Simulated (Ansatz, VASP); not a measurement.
# GaN in VASP and in Ansatz

```
Ga N
1.0
     0.00000    2.24908    2.24908
     2.24908    0.00000    2.24908
     2.24908    2.24908    0.00000
Ga N
1 1
Cartesian
  0.0000 0.0000 0.0000
  1.1245 1.1245 1.1245
```

Alike in both runs: functional r2SCAN; k mesh 10 × 10 × 10; occupations gaussian, width 0.02 eV; no spin polarisation.

Ansatz relaxed the structure, and its values are those at the end. VASP's run is a single point on that final structure, the one shown.

```csv
,VASP,Ansatz
version,VASP 6.6.1,Ansatz 0.2.0
potentials or method,"VASP PAW PBE potentials, release 64 (Ga_d, N), cutoff 520 eV","scalar-relativistic, plane waves, PAW"
valence electrons in the cell,18,18
```

|  | VASP | Ansatz | Ansatz less VASP |
| --- | --- | --- | --- |
| gap on the k mesh at the Fermi level (eV) | 2.16 | 2.17 | +0.010 |
| least direct gap on the mesh (eV) | 2.16 | 2.17 | +0.010 |
| pressure (GPa) | 1.0 | 0.0 | -1.03 |

VASP's potentials were made for PBE, not for r2SCAN.
